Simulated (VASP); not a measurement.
# Ni (Fm-3m) in VASP: further runs

Ni is run at these levels: LDA; tasks: single point.

Everything below comes from runs of VASP 6.6.1. Logs are shortened: lines on timing, memory, paths and dates and some standing lists are left out, and cuts for length are marked.

### 1 The cell of the first run

It takes space group Fm-3m (No. 225, cubic). Conventional cell: a = 3.425 Å, b = 3.425 Å, c = 3.425 Å, α = 90.00°, β = 90.00°, γ = 90.00°. Ni (site symmetry m-3m) has 12 Ni at 2.42 Å within 3.2 Å.

### 2 Single point, LDA, collinear spin, ferromagnetic start

Input file INCAR:

```
ALGO = Normal ; EDIFF = 1E-7
ENCUT = 520 ; ISIF = 2
ISMEAR = 1 ; ISPIN = 2
LASPH = True ; LCHARG = False
LMAXMIX = 4 ; LORBIT = 11
LREAL = False ; LWAVE = False
MAGMOM = 0.607 ; NBANDS = 15
NELM = 150 ; PREC = Accurate
SIGMA = 0.6
```

Input file KPOINTS:

```
k-points
0
Gamma
  16 16 16
```

Input file POSCAR:

```
Ni
1.0
    0.0000000000      1.7124646296      1.7124646296
    1.7124646296      0.0000000000      1.7124646296
    1.7124646296      1.7124646296      0.0000000000
Ni
1
Direct
    0.0000000000      0.0000000000      0.0000000000
```

Potentials or basis: VASP PAW LDA potentials, release 64 (Ni).

Launch:

```console
$ cat potpaw_LDA.64/Ni/POTCAR > POTCAR
$ mpirun -np 1 vasp_std > vasp.out
```

OUTCAR:

```text
EDIFF = 1E-7
   ENCUT = 520
   ISIF = 2
   ISMEAR = 1
   ISPIN = 2
   LASPH = True
   LORBIT = 11
   LREAL = False
   NELM = 150
   PREC = Accurate

 ion  position               nearest neighbor table
   1  0.000  0.000  0.000-

  LATTYP: Found a face centered cubic cell.
 ALAT       =     3.4249292592

  Lattice vectors:

 A1 = (   0.0000000000,   1.7124646296,   1.7124646296)
 A2 = (   1.7124646296,   0.0000000000,   1.7124646296)
 A3 = (   1.7124646296,   1.7124646296,   0.0000000000)

Analysis of symmetry for initial positions (statically):
=====================================================================
 Subroutine PRICEL returns:
 Original cell was already a primitive cell.

 Routine SETGRP: Setting up the symmetry group for a
 face centered cubic supercell.

 Subroutine GETGRP returns: Found 48 space group operations
 (whereof 48 operations were pure point group operations)
 out of a pool of 48 trial point group operations.

The static configuration has the point symmetry O_h .

Analysis of symmetry for dynamics (positions and initial velocities):
=====================================================================
 Subroutine PRICEL returns:
 Original cell was already a primitive cell.

 Routine SETGRP: Setting up the symmetry group for a
 face centered cubic supercell.

 Subroutine GETGRP returns: Found 48 space group operations
 (whereof 48 operations were pure point group operations)
 out of a pool of 48 trial point group operations.

The dynamic configuration has the point symmetry O_h .

Analysis of structural, dynamic, and magnetic symmetry:
=====================================================================
 Subroutine PRICEL returns:
 Original cell was already a primitive cell.

 Routine SETGRP: Setting up the symmetry group for a
 face centered cubic supercell.

 Subroutine GETGRP returns: Found 48 space group operations
 (whereof 48 operations were pure point group operations)
 out of a pool of 48 trial point group operations.

The overall configuration has the point symmetry O_h .

 Subroutine INISYM returns: Found 48 space group operations
 (whereof 48 operations are pure point group operations),
 and found     1 'primitive' translations

----------------------------------------------------------------------------------------

                                     Primitive cell

  volume of cell :      10.0437

  direct lattice vectors                    reciprocal lattice vectors
     0.000000000  1.712464630  1.712464630    -0.291976833  0.291976833  0.291976833
     1.712464630  0.000000000  1.712464630     0.291976833 -0.291976833  0.291976833
     1.712464630  1.712464630  0.000000000     0.291976833  0.291976833 -0.291976833

  length of vectors
     2.421790704  2.421790704  2.421790704     0.505718710  0.505718710  0.505718710

  position of ions in fractional coordinates (direct lattice)
     0.000000000  0.000000000  0.000000000

  ion indices of the primitive-cell ions
   primitive index   ion index
                 1           1

----------------------------------------------------------------------------------------

 KPOINTS: k-points

Automatic generation of k-mesh.
 Grid dimensions read from file:
 generate k-points for:   16   16   16

 Generating k-lattice:

  Cartesian coordinates                     Fractional coordinates (reciprocal lattice)
    -0.018248552  0.018248552  0.018248552     0.062500000  0.000000000  0.000000000
     0.018248552 -0.018248552  0.018248552     0.000000000  0.062500000  0.000000000
     0.018248552  0.018248552 -0.018248552     0.000000000  0.000000000  0.062500000

  Length of vectors
     0.031607419  0.031607419  0.031607419

  Shift w.r.t. Gamma in fractional coordinates (k-lattice)
     0.000000000  0.000000000  0.000000000

 Subroutine IBZKPT returns following result:
 ===========================================

 Found    145 irreducible k-points:

 Following reciprocal coordinates:
            Coordinates               Weight
  0.000000  0.000000  0.000000      1.000000
  0.062500  0.000000  0.000000      8.000000
  0.125000  0.000000  0.000000      8.000000
  0.187500  0.000000  0.000000      8.000000
  0.250000  0.000000  0.000000      8.000000
  0.312500  0.000000  0.000000      8.000000
[... 16 lines left out ...]
 -0.125000  0.062500  0.000000     24.000000
 -0.062500  0.062500  0.000000     12.000000
 [... further k-points ...]
   k-points           NKPTS =    145   k-points in BZ     NKDIM =    145   number of bands    NBANDS=     15
   number of dos      NEDOS =    301   number of ions     NIONS =      1
   total plane-waves  NPLWV =   5832
   dimension x,y,z NGX =    18 NGY =   18 NGZ =   18
   dimension x,y,z NGXF=    36 NGYF=   36 NGZF=   36
   ions per type =               1
   NGX,Y,Z   is equivalent  to a cutoff of  12.36, 12.36, 12.36 a.u.
   NGXF,Y,Z  is equivalent  to a cutoff of  24.71, 24.71, 24.71 a.u.
 SYSTEM =  unknown system
   PREC   = accura    normal or accurate (medium, high low for compatibility)
   ISTART =      0    job   : 0-new  1-cont  2-samecut
   ICHARG =      2    charge: 1-file 2-atom 10-const
   ISPIN  =      2    spin polarized calculation?
   LNONCOLLINEAR =      F non collinear calculations
   LSORBIT =      F    spin-orbit coupling
   LASPH  =      T    aspherical Exc in radial PAW
   ENCUT  =  520.0 eV  38.22 Ry    6.18 a.u.   4.50  4.50  4.50*2*pi/ulx,y,z
   NELM   =    150;   NELMIN=  2; NELMDL= -5     # of ELM steps
   EDIFF  = 0.1E-06   stopping-criterion for ELM
   LREAL  =      F    real-space projection
   EDIFFG = 0.1E-05   stopping-criterion for IOM
   NSW    =      0    number of steps for IOM
   IBRION =     -1    ionic relax: 0-MD 1-quasi-New 2-CG
   NFREE  =      0    steps in history (QN), initial steepest desc. (CG)
   ISIF   =      2    stress and relaxation
   ISYM   =      2    0-nonsym 1-usesym 2-fastsym
   POTIM  = 0.5000    time-step for ionic-motion
   TEBEG  =    0.0;   TEEND  =   0.0 temperature during run
   PSTRESS=    0.0 pullay stress
   NELECT =      10.0000    total number of electrons
   NUPDOWN=      -1.0000    fix difference up-down
   EMIN   =  10.00;   EMAX   =-10.00  energy-range for DOS
   EFERMI =   0.00;   METHOD = LEGACY
   ISMEAR =     1;   SIGMA  =   0.60  broadening in eV -4-tet -1-fermi 0-gaus
   EFERMI_NEDOS =   21; number of points for ismear=-14 and -15
   IALGO  =     38    algorithm
   IMIX   =      4    mixing-type and parameters
     AMIX     =   0.40;   BMIX     =  1.00
     AMIX_MAG =   1.60;   BMIX_MAG =  1.00
  volume/ion in A,a.u.               =      10.04        67.78
  Fermi-wavevector in a.u.,A,eV,Ry     =   1.634719  3.089172 36.358952  2.672308
  Thomas-Fermi vector in A             =   2.726312
   LORBIT       =     11    0 simple, 1 ext, 2 COOP (PROOUT), +10 PAW based schemes
   GGA     = CA    functional components
   LHFCALC =     F    Hartree Fock is set to
   AEXX    =    0.0000 exact exchange contribution
   IVDW    =     0    specifies the selected vdW correction
   LEPSILON=     F    determine dielectric tensor
   LRPA    =     F    only Hartree local field effects (RPA)
 spin polarized calculation
 Methfessel and Paxton  Order N= 1 SIGMA  =   0.60
  energy-cutoff  :      520.00
  volume of cell :       10.04
 maximum number of plane-waves:       290
 NGX is ok and might be reduce to    18
   NGX =  9   NGY =  9   NGZ =  9

 number of electron      10.0000000 magnetization       0.6070000

 number of electron       9.9999990 magnetization       0.5403342

 Free energy of the ion-electron system (eV)
  ---------------------------------------------------
  ext. energy  EPLUGINS =         0.00000000
  ---------------------------------------------------
  free energy    TOTEN  =        -6.58298931 eV

  energy without entropy =       -6.56791927  energy(sigma->0) =       -6.57796596

 E-fermi :  10.1731     XC(G=0): -14.0926

 val. band max:       10.1647900095   @ k =  -0.3125   0.3750   0.0625
 cond. band min:      10.1773124436   @ k =   0.3750   0.3750   0.0000
 fundamental gap:      0.0125224341
 Fermi energy:        10.1731365268

 spin component 1

 k-point     1 :       0.0000    0.0000    0.0000
  band No.  band energies     occupation
      1       0.6646      1.00000
      2       7.6914      1.00000
      3       7.6914      1.00000
      4       7.6914      1.00000
      5       8.9695      1.00784
      6       8.9695      1.00784
      7      34.6642      0.00000
      8      39.0588      0.00000
      9      39.0588      0.00000
     10      39.0588      0.00000
     11      42.3301      0.00000
     12      42.3301      0.00000
     13      42.3301      0.00000
     14      45.2854      0.00000
     15      52.2318      0.00000

 k-point     2 :       0.0625    0.0000    0.0000
  band No.  band energies     occupation
      1       0.8269      1.00000
      2       7.6455      1.00000
      3       7.7302      1.00000
      4       7.7302      1.00000
      5       8.9526      1.00715
      6       8.9526      1.00715
      7      34.2338      0.00000
      8      37.1936      0.00000
      9      38.7331      0.00000
     10      38.7331      0.00000
     11      42.8222      0.00000
     12      42.8222      0.00000
     13      43.2983      0.00000
     14      46.6612      0.00000
     15      50.7237      0.00000
[... 365 lines left out ...]
      3       7.9011      1.00000
      4       7.9025      1.00000
      5       8.7886      1.00262
      6       9.0308      1.01077
      7      31.0531      0.00000
      8      33.8840      0.00000
      9      37.6310      0.00000
     10      39.8226      0.00000
     11      41.7180      0.00000
     12      42.9897      0.00000
     13      46.1600      0.00000
     14      46.9385      0.00000
     15      49.8665      0.00000

 k-point    24 :      -0.0625    0.0625    0.0000
  band No.  band energies     occupation
      1       1.0941      1.00000
      2       7.5621      1.00000
      3       7.7860      1.00000
      4       7.8062      1.00000
      5       8.8723      1.00448
      6       8.9865      1.00859
      7      33.4792      0.00000
      8      35.4076      0.00000
      9      37.7045      0.00000
     10      39.6670      0.00000
     11      42.4425      0.00000
     12      42.4909      0.00000
     13      45.4719      0.00000
     14      48.1712      0.00000
     15      48.3765      0.00000

 [... further k-points ...]

 spin component 2

 k-point     1 :       0.0000    0.0000    0.0000
  band No.  band energies     occupation
      1       0.7078      1.00000
      2       8.2351      1.00002
      3       8.2351      1.00002
      4       8.2351      1.00002
      5       9.4912      1.03411
      6       9.4912      1.03411
      7      34.6541      0.00000
      8      39.1059      0.00000
      9      39.1059      0.00000
     10      39.1059      0.00000
     11      42.4839      0.00000
     12      42.4839      0.00000
     13      42.4839      0.00000
     14      45.2679      0.00000
     15      52.4032      0.00000

 k-point     2 :       0.0625    0.0000    0.0000
  band No.  band energies     occupation
      1       0.8703      1.00000
      2       8.1855      1.00001
      3       8.2749      1.00004
      4       8.2749      1.00004
      5       9.4735      1.03489
      6       9.4735      1.03489
      7      34.2544      0.00000
      8      37.2480      0.00000
      9      38.8005      0.00000
     10      38.8005      0.00000
     11      42.9526      0.00000
     12      42.9526      0.00000
     13      43.3817      0.00000
     14      46.6800      0.00000
     15      50.8872      0.00000
[... 365 lines left out ...]
      3       8.4446      1.00018
      4       8.4507      1.00019
      5       9.3027      1.02978
      6       9.5570      1.02770
      7      31.1715      0.00000
      8      33.9605      0.00000
      9      37.6740      0.00000
     10      39.8980      0.00000
     11      41.7692      0.00000
     12      43.1050      0.00000
     13      46.3322      0.00000
     14      46.9842      0.00000
     15      50.0822      0.00000

 k-point    24 :      -0.0625    0.0625    0.0000
  band No.  band energies     occupation
      1       1.1380      1.00000
      2       8.0966      1.00001
      3       8.3330      1.00006
      4       8.3511      1.00008
      5       9.3896      1.03455
      6       9.5088      1.03297
      7      33.5399      0.00000
      8      35.4855      0.00000
      9      37.7576      0.00000
     10      39.7170      0.00000
     11      42.5140      0.00000
     12      42.6403      0.00000
     13      45.5449      0.00000
     14      48.3335      0.00000
     15      48.4244      0.00000

 [... further k-points ...]

------------------------ aborting loop because EDIFF is reached ----------------------------------------

  FORCE on cell =-STRESS in cart. coord.  units (eV):
  Direction    XX          YY          ZZ          XY          YZ          ZX
  --------------------------------------------------------------------------------------
  -------------------------------------------------------------------------------------
  Total       -0.0341354     -0.0341354     -0.0341354      0.0000000      0.0000000      0.0000000
  in kB       -5.4452900     -5.4452900     -5.4452900      0.0000000      0.0000000      0.0000000
  external PRESSURE =      -5.4452900 kB  Pullay stress =       0.0000000 kB

 VOLUME and BASIS-vectors are now :
 -----------------------------------------------------------------------------
  energy-cutoff  :      520.00
  volume of cell :       10.04
      direct lattice vectors                 reciprocal lattice vectors
     0.000000000  1.712464630  1.712464630    -0.291976833  0.291976833  0.291976833
     1.712464630  0.000000000  1.712464630     0.291976833 -0.291976833  0.291976833
     1.712464630  1.712464630  0.000000000     0.291976833  0.291976833 -0.291976833

 POSITION                                       TOTAL-FORCE (eV/Angst)
 -----------------------------------------------------------------------------------
      0.00000      0.00000      0.00000         0.000000     -0.000000     -0.000000
 -----------------------------------------------------------------------------------
    total drift:                                0.000000     -0.000000      0.000000

  FREE ENERGIE OF THE ION-ELECTRON SYSTEM (eV)
  ---------------------------------------------------
  free  energy   TOTEN  =        -6.5829893064 eV

  energy  without entropy=       -6.5679192711  energy(sigma->0) =       -6.57796596

 total charge

# of ion       s       p       d       tot
------------------------------------------
    1        0.534   0.570   8.369   9.473

 magnetization (x)

# of ion       s       p       d       tot
------------------------------------------
    1       -0.005  -0.017   0.562   0.540
```

Run time: 38 s. Hardware: 1 thread of Intel Xeon 8259CL, shared host; peak memory 0.14 GiB.

What came out:

| Quantity | Value |
| --- | --- |
| Free energy | -6.5830 eV |
| Pressure | -0.5 GPa |
| Net moment | 0.54 μB per cell |
| Site moments | Ni +0.54 μB |
| Valence electrons inside the program's atomic spheres | Ni 9.47 |

Levels at points of the mesh, in eV from the Fermi level:
Spin up:
```csv
k point,band 2,band 3,band 4,band 5,band 6,band 7,band 8,band 9
"(0.00, 0.00, 0.00)",-2.48,-2.48,-2.48,-1.20,-1.20,24.49,28.89,28.89
"(0.50, 0.00, 0.00)",-2.50,-2.50,-0.41,-0.41,-0.36,6.38,22.97,26.03
"(0.50, 0.50, 0.00)",-4.50,-0.39,-0.23,-0.23,2.55,10.07,15.57,15.57
```
Spin down:
```tsv
k point	band 1	band 2	band 3	band 4	band 5	band 6	band 7	band 8	band 9	band 10
(0.00, 0.00, 0.00)	-9.47	-1.94	-1.94	-1.94	-0.68	-0.68	24.48	28.93	28.93	28.93
(0.50, 0.00, 0.00)	-4.85	-2.00	-2.00	-0.33	0.18	0.18	6.72	22.95	26.14	26.14
(0.50, 0.50, 0.00)	-4.73	-4.05	0.15	0.40	0.40	2.60	10.33	15.64	15.64	21.13
```

Caveat: so wide a smearing shifts energies and pressures.

### 3 Single point, LDA, collinear spin, ferromagnetic start

Input file INCAR:

```
ALGO = Normal
EDIFF = 1E-6
ENCUT = 520
GGA = CA
ISIF = 2
ISMEAR = 1
ISPIN = 2
LASPH = T
LCHARG = T
LELF = T
LMAXMIX = 4
LORBIT = 11
LREAL = F
LVHAR = T
LWAVE = F
MAGMOM = 0.607
NBANDS = 15
NELM = 150
PREC = Accurate
SIGMA = 1.0
```

KPOINTS is that of step 2.

POSCAR is that of step 2.

Potentials or basis: VASP PAW LDA potentials, release 64 (Ni).

Launch:

```console
$ cat potpaw_LDA.64/Ni/POTCAR > POTCAR
$ mpirun -np 1 vasp_std > vasp.out
```

Wall time 43 s (1 thread of Intel Xeon 8259CL, shared host); peak memory 0.14 GiB.

Results (log left out):

```yaml
Free_energy: -6.6089 eV
Pressure: -1.5 GPa
Band_gap_on_the_k_mesh: zero (filled and empty bands overlap)
Net_moment: 0.00 μB per cell
Valence_electrons_inside_the_program's_atomic_spheres: Ni 9.47
```

Levels at points of the mesh, in eV from the Fermi level:
Spin up:
| k point | band 2 | band 3 | band 4 | band 5 | band 6 | band 7 | band 8 | band 9 |
| --- | --- | --- | --- | --- | --- | --- | --- | --- |
| (0.00, 0.00, 0.00) | -2.21 | -2.21 | -2.21 | -0.95 | -0.95 | 24.49 | 28.91 | 28.91 |
| (0.50, 0.00, 0.00) | -2.26 | -2.26 | -0.34 | -0.12 | -0.12 | 6.55 | 22.97 | 26.09 |
| (0.50, 0.50, 0.00) | -4.27 | -0.13 | 0.08 | 0.08 | 2.58 | 10.20 | 15.61 | 15.61 |
Spin down:
| k point | band 2 | band 3 | band 4 | band 5 | band 6 | band 7 | band 8 | band 9 |
| --- | --- | --- | --- | --- | --- | --- | --- | --- |
| (0.00, 0.00, 0.00) | -2.21 | -2.21 | -2.21 | -0.95 | -0.95 | 24.49 | 28.92 | 28.92 |
| (0.50, 0.00, 0.00) | -2.26 | -2.26 | -0.34 | -0.12 | -0.12 | 6.55 | 22.97 | 26.09 |
| (0.50, 0.50, 0.00) | -4.27 | -0.12 | 0.08 | 0.08 | 2.58 | 10.20 | 15.62 | 15.62 |

Caveat: so wide a smearing shifts energies and pressures.

(Continued in part 2 of 2.)
